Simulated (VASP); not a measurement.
ZnSe (v.br), 2 atoms in the cell. It takes space group F-43m (No. 216, cubic). Conventional cell: a = 5.650 Å, b = 5.650 Å, c = 5.650 Å, α = 90.00°, β = 90.00°, γ = 90.00°. Zn (site symmetry -43m) has 4 Se at 2.45 Å within 3.2 Å. Within 3.2 Å of Se (site symmetry -43m) lie 4 Zn at 2.45 Å. 

| Quantity | Value |
| --- | --- |
| Program | VASP 6.6.1 |
| Task | single point |
| Functional | PBE |
| Potentials or basis | VASP PAW PBE potentials, release 64 (Zn, Se) |
| Cutoff | 500 eV |
| k mesh | 8 × 8 × 8 |
| Occupations | gaussian, width 0.02 eV |
| Spin | no spin polarisation |
| Dipole correction | no |
| Further INCAR settings | ALGO = Normal; EDIFF = 1e-06; NBANDS = 16 |

Potentials or basis: VASP PAW PBE potentials, release 64 (Zn, Se).

Command:

```bash
$ cat potpaw_PBE.64/Zn/POTCAR potpaw_PBE.64/Se/POTCAR > POTCAR
$ mpirun -np 1 vasp_std > vasp.out
```

Hardware: 1 thread of Intel(R) Xeon(R) Platinum 8488C (Sapphire Rapids) (shared host).

Q: Estimate the wall time of this run.

A: Run time: 21 s on 1 thread of Intel(R) Xeon(R) Platinum 8488C (Sapphire Rapids) (shared host), peak memory 0.17 GiB. Counts: scf iterations 13, k points 29.
